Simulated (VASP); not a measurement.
# ZnS (P1) in VASP: single point with PBE

Aim: the single point of ZnS with PBE.

Everything below comes from runs of VASP 6.6.1. Logs are shortened: lines on timing, memory, paths and dates and some standing lists are left out, and cuts for length are marked.

## 1. The cell of the first run

The typed cell holds 4 atoms: a = 3.845 Å, b = 3.845 Å, c = 6.305 Å, α = 90.00°, β = 90.00°, γ = 120.00°.

## 2. Single point, PBE (atom 3 (S) moved -0.270 Å towards its neighbour atom 3 (S) at 3.845 Å)

Input file INCAR:

```
SYSTEM = ZnS
PREC = Accurate
ENCUT = 520
EDIFF = 1E-6
ISMEAR = 0
SIGMA = 0.05
LREAL = .FALSE.
LASPH = .TRUE.
NELM = 60
ALGO = Normal
ISIF = 2
LWAVE = .FALSE.
LCHARG = .FALSE.
GGA = PE
NBANDS = 26
```

Input file KPOINTS:

```
regular mesh
0
G
  12 12 4
  0 0 0
```

Input file POSCAR:

```
ZnS
1.0
    3.8454929889      0.0000000000      0.0000000000
   -1.9227464944      3.3302946184      0.0000000000
    0.0000000000      0.0000000000      6.3053333047
Zn S
2 2
Direct
    0.3333333333      0.6666666667      0.0052197899
    0.6666666667      0.3333333333      0.5052197899
    0.4035453974      0.7368787307      0.3797802101
    0.6666666667      0.3333333333      0.8797802101
```

Potentials or basis: VASP PAW PBE potentials, release 64 (Zn, S).

Command:

```console
cat potpaw_PBE.64/Zn/POTCAR potpaw_PBE.64/S/POTCAR > POTCAR
mpirun -np 1 vasp_std > vasp.out
```

OUTCAR:

```text
SYSTEM = ZnS
   PREC = Accurate
   ENCUT = 520
   EDIFF = 1E-6
   ISMEAR = 0
   LREAL = .FALSE.
   LASPH = .TRUE.
   NELM = 60
   ISIF = 2
   GGA = PE

 ion  position               nearest neighbor table
   1  0.333  0.667  0.005-   4 2.36   4 2.36   4 2.36   3 2.38
   2  0.667  0.333  0.505-   3 2.14   4 2.36   3 2.37   3 2.58
   3  0.404  0.737  0.380-   2 2.14   2 2.37   1 2.38   2 2.58
   4  0.667  0.333  0.880-   1 2.36   1 2.36   1 2.36   2 2.36

  LATTYP: Found a hexagonal cell.
 ALAT       =     3.8454929889
 C/A-ratio  =     1.6396683918

  Lattice vectors:

 A1 = (   3.8454929889,   0.0000000000,   0.0000000000)
 A2 = (  -1.9227464944,   3.3302946184,   0.0000000000)
 A3 = (   0.0000000000,   0.0000000000,   6.3053333047)

Analysis of symmetry for initial positions (statically):
=====================================================================
 Subroutine PRICEL returns:
 Original cell was already a primitive cell.

 Routine SETGRP: Setting up the symmetry group for a
 hexagonal supercell.

 Subroutine GETGRP returns: Found  1 space group operations
 (whereof  1 operations were pure point group operations)
 out of a pool of 24 trial point group operations.

The static configuration has the point symmetry C_1 .

Analysis of symmetry for dynamics (positions and initial velocities):
=====================================================================
 Subroutine PRICEL returns:
 Original cell was already a primitive cell.

 Routine SETGRP: Setting up the symmetry group for a
 hexagonal supercell.

 Subroutine GETGRP returns: Found  1 space group operations
 (whereof  1 operations were pure point group operations)
 out of a pool of 24 trial point group operations.

The dynamic configuration has the point symmetry C_1 .

 Subroutine INISYM returns: Found  1 space group operations
 (whereof  1 operations are pure point group operations),
 and found     1 'primitive' translations

----------------------------------------------------------------------------------------

                                     Primitive cell

  volume of cell :      80.7500

  direct lattice vectors                    reciprocal lattice vectors
     3.845492989  0.000000000  0.000000000     0.260044682  0.150136867  0.000000000
    -1.922746494  3.330294618  0.000000000     0.000000000  0.300273734  0.000000000
     0.000000000  0.000000000  6.305333305     0.000000000  0.000000000  0.158595898

  length of vectors
     3.845492989  3.845492989  6.305333305     0.300273734  0.300273734  0.158595898

  position of ions in fractional coordinates (direct lattice)
     0.333333333  0.666666667  0.005219790
     0.666666667  0.333333333  0.505219790
     0.403545397  0.736878731  0.379780210
     0.666666667  0.333333333  0.879780210

  ion indices of the primitive-cell ions
   primitive index   ion index
                 1           1
                 2           2
                 3           3
                 4           4

----------------------------------------------------------------------------------------

 KPOINTS: regular mesh

Automatic generation of k-mesh.
 Grid dimensions read from file:
 generate k-points for:   12   12    4

 Generating k-lattice:

  Cartesian coordinates                     Fractional coordinates (reciprocal lattice)
     0.021670390  0.012511406  0.000000000     0.083333333  0.000000000  0.000000000
     0.000000000  0.025022811  0.000000000     0.000000000  0.083333333  0.000000000
     0.000000000  0.000000000  0.039648975     0.000000000  0.000000000  0.250000000

  Length of vectors
     0.025022811  0.025022811  0.039648975

  Shift w.r.t. Gamma in fractional coordinates (k-lattice)
     0.000000000  0.000000000  0.000000000

 Subroutine IBZKPT returns following result:
 ===========================================

 Found    292 irreducible k-points:

 Following reciprocal coordinates:
            Coordinates               Weight
  0.000000  0.000000  0.000000      1.000000
  0.083333 -0.000000  0.000000      2.000000
  0.000000  0.083333  0.000000      2.000000
 -0.083333  0.083333  0.000000      2.000000
  0.166667 -0.000000  0.000000      2.000000
  0.000000  0.166667  0.000000      2.000000
[... 16 lines left out ...]
  0.166667  0.083333  0.000000      2.000000
 -0.083333  0.250000  0.000000      2.000000
 [... further k-points ...]
   k-points           NKPTS =    292   k-points in BZ     NKDIM =    292   number of bands    NBANDS=     26
   number of dos      NEDOS =    301   number of ions     NIONS =      4
   total plane-waves  NPLWV =  43200
   dimension x,y,z NGX =    30 NGY =   30 NGZ =   48
   dimension x,y,z NGXF=    60 NGYF=   60 NGZF=   96
   ions per type =               2   2
   NGX,Y,Z   is equivalent  to a cutoff of  12.97, 12.97, 12.66 a.u.
   NGXF,Y,Z  is equivalent  to a cutoff of  25.94, 25.94, 25.31 a.u.
 SYSTEM =  ZnS
   PREC   = accura    normal or accurate (medium, high low for compatibility)
   ISTART =      0    job   : 0-new  1-cont  2-samecut
   ICHARG =      2    charge: 1-file 2-atom 10-const
   ISPIN  =      1    spin polarized calculation?
   LNONCOLLINEAR =      F non collinear calculations
   LSORBIT =      F    spin-orbit coupling
   LASPH  =      T    aspherical Exc in radial PAW
   ENCUT  =  520.0 eV  38.22 Ry    6.18 a.u.   7.15  7.15 11.72*2*pi/ulx,y,z
   NELM   =     60;   NELMIN=  2; NELMDL= -5     # of ELM steps
   EDIFF  = 0.1E-05   stopping-criterion for ELM
   LREAL  =      F    real-space projection
   EDIFFG = 0.1E-04   stopping-criterion for IOM
   NSW    =      0    number of steps for IOM
   IBRION =     -1    ionic relax: 0-MD 1-quasi-New 2-CG
   NFREE  =      0    steps in history (QN), initial steepest desc. (CG)
   ISIF   =      2    stress and relaxation
   ISYM   =      2    0-nonsym 1-usesym 2-fastsym
   POTIM  = 0.5000    time-step for ionic-motion
   TEBEG  =    0.0;   TEEND  =   0.0 temperature during run
   PSTRESS=    0.0 pullay stress
   NELECT =      36.0000    total number of electrons
   NUPDOWN=      -1.0000    fix difference up-down
   EMIN   =  10.00;   EMAX   =-10.00  energy-range for DOS
   EFERMI =   0.00;   METHOD = LEGACY
   ISMEAR =     0;   SIGMA  =   0.05  broadening in eV -4-tet -1-fermi 0-gaus
   EFERMI_NEDOS =   21; number of points for ismear=-14 and -15
   IALGO  =     38    algorithm
   IMIX   =      4    mixing-type and parameters
     AMIX     =   0.40;   BMIX     =  1.00
     AMIX_MAG =   1.60;   BMIX_MAG =  1.00
  volume/ion in A,a.u.               =      20.19       136.23
  Fermi-wavevector in a.u.,A,eV,Ry     =   1.250628  2.363344 21.280464  1.564070
  Thomas-Fermi vector in A             =   2.384613
   LORBIT       =      0    0 simple, 1 ext, 2 COOP (PROOUT), +10 PAW based schemes
   GGA     = PE    functional components
   LHFCALC =     F    Hartree Fock is set to
   AEXX    =    0.0000 exact exchange contribution
   IVDW    =     0    specifies the selected vdW correction
   LEPSILON=     F    determine dielectric tensor
   LRPA    =     F    only Hartree local field effects (RPA)
 non-spin polarized calculation
 Gauss-broadening in eV      SIGMA  =   0.05
  energy-cutoff  :      520.00
  volume of cell :       80.75
 maximum number of plane-waves:      2208
 NGX is ok and might be reduce to    30
   NGX = 15   NGY = 15   NGZ = 23

 number of electron      36.0000011 magnetization

 Free energy of the ion-electron system (eV)
  ---------------------------------------------------
  ext. energy  EPLUGINS =         0.00000000
  ---------------------------------------------------
  free energy    TOTEN  =       -13.46216203 eV

  energy without entropy =      -13.46216203  energy(sigma->0) =      -13.46216203

 E-fermi :   2.1946     XC(G=0):  -9.5157

 val. band max:        1.9460071277   @ k =   0.0000   0.0000   0.0000
 cond. band min:       3.9856705647   @ k =   0.0000   0.0000   0.0000
 fundamental gap:      2.0396634370
 Fermi energy:         2.1946188599

 k-point     1 :       0.0000    0.0000    0.0000
  band No.  band energies     occupation
      1     -11.1316      2.00000
      2     -10.2431      2.00000
      3      -4.5603      2.00000
      4      -4.4109      2.00000
      5      -4.3270      2.00000
      6      -4.2971      2.00000
[... 18 lines left out ...]
     25      10.1938      0.00000
     26      10.9069      0.00000

 k-point     2 :       0.0833   -0.0000    0.0000
  band No.  band energies     occupation
      1     -11.0889      2.00000
      2     -10.2175      2.00000
      3      -4.5552      2.00000
      4      -4.4078      2.00000
      5      -4.3283      2.00000
      6      -4.2857      2.00000
[... 18 lines left out ...]
     25      10.3291      0.00000
     26      10.5910      0.00000

 k-point     3 :       0.0000    0.0833    0.0000
  band No.  band energies     occupation
      1     -11.0849      2.00000
      2     -10.2179      2.00000
      3      -4.5590      2.00000
      4      -4.3986      2.00000
      5      -4.3185      2.00000
      6      -4.2935      2.00000
[... 18 lines left out ...]
     25      10.0969      0.00000
     26      10.7163      0.00000

 k-point     4 :      -0.0833    0.0833    0.0000
  band No.  band energies     occupation
      1     -11.0866      2.00000
      2     -10.2174      2.00000
      3      -4.5574      2.00000
      4      -4.4007      2.00000
      5      -4.3222      2.00000
      6      -4.2912      2.00000
[... 18 lines left out ...]
     25      10.2339      0.00000
     26      10.6859      0.00000
[... 496 lines left out ...]
      1     -11.0058      2.00000
      2     -10.1693      2.00000
      3      -4.5464      2.00000
      4      -4.3968      2.00000
      5      -4.3252      2.00000
      6      -4.2758      2.00000
[... 18 lines left out ...]
     25      10.3837      0.00000
     26      10.5933      0.00000

 k-point    23 :       0.1667    0.0833    0.0000
  band No.  band energies     occupation
      1     -10.8480      2.00000
      2     -10.0899      2.00000
      3      -4.5342      2.00000
      4      -4.3835      2.00000
      5      -4.3105      2.00000
      6      -4.2425      2.00000
[... 18 lines left out ...]
     25      10.0743      0.00000
     26      10.9879      0.00000

 k-point    24 :      -0.0833    0.2500    0.0000
  band No.  band energies     occupation
      1     -10.8236      2.00000
      2     -10.0936      2.00000
      3      -4.5351      2.00000
      4      -4.3323      2.00000
      5      -4.2915      2.00000
      6      -4.2586      2.00000
[... 18 lines left out ...]
     25      10.1853      0.00000
     26      10.3385      0.00000

 [... further k-points ...]
[... 5 lines left out ...]
  --------------------------------------------------------------------------------------
  -------------------------------------------------------------------------------------
  Total       -0.7464703      2.4972122      0.3073537     -0.5501322      1.1052339      0.0549738
  in kB      -14.8108646     49.5476780      6.0982658    -10.9152802     21.9291628      1.0907464
  external PRESSURE =      13.6116930 kB  Pullay stress =       0.0000000 kB

 VOLUME and BASIS-vectors are now :
 -----------------------------------------------------------------------------
  energy-cutoff  :      520.00
  volume of cell :       80.75
      direct lattice vectors                 reciprocal lattice vectors
     3.845492989  0.000000000  0.000000000     0.260044682  0.150136867  0.000000000
    -1.922746494  3.330294618  0.000000000     0.000000000  0.300273734  0.000000000
     0.000000000  0.000000000  6.305333305     0.000000000  0.000000000  0.158595898

 POSITION                                       TOTAL-FORCE (eV/Angst)
 -----------------------------------------------------------------------------------
     -0.00000      2.22020      0.03291         0.035608      0.078064      0.047039
      1.92275      1.11010      3.18558         0.194127      1.694205      0.411147
      0.13500      2.45402      2.39464        -0.282482     -1.912887     -0.476745
      1.92275      1.11010      5.54731         0.052748      0.140617      0.018560
 -----------------------------------------------------------------------------------
    total drift:                                0.000070      0.000039     -0.000364

  FREE ENERGIE OF THE ION-ELECTRON SYSTEM (eV)
  ---------------------------------------------------
  free  energy   TOTEN  =       -13.4621620350 eV

  energy  without entropy=      -13.4621620350  energy(sigma->0) =      -13.46216203
```

Run time: 8.8 min. Hardware: 1 thread of Intel Xeon Platinum 8259CL at 2.50GHz (Skylake/Cascade Lake), shared host; peak memory 0.58 GiB.

What came out:

```
Free energy            : -13.4622 eV
Pressure               : 1.4 GPa
Largest force          : 1.992 eV/Å
Band gap on the k mesh : 2.04 eV, direct
```

Forces on the atoms (eV/Å):
```
Zn   0.036  0.078  0.047
Zn   0.194  1.694  0.411
S   -0.282 -1.913 -0.477
S    0.053  0.141  0.019
```

Caveat: the cell differs from its parent crystal (atom 3 (S) moved -0.270 Å towards its neighbour atom 3 (S) at 3.845 Å); forces of over 1 eV/Å act on the atoms, so gaps and moduli don't describe the material at rest. A k mesh can miss the band edges.
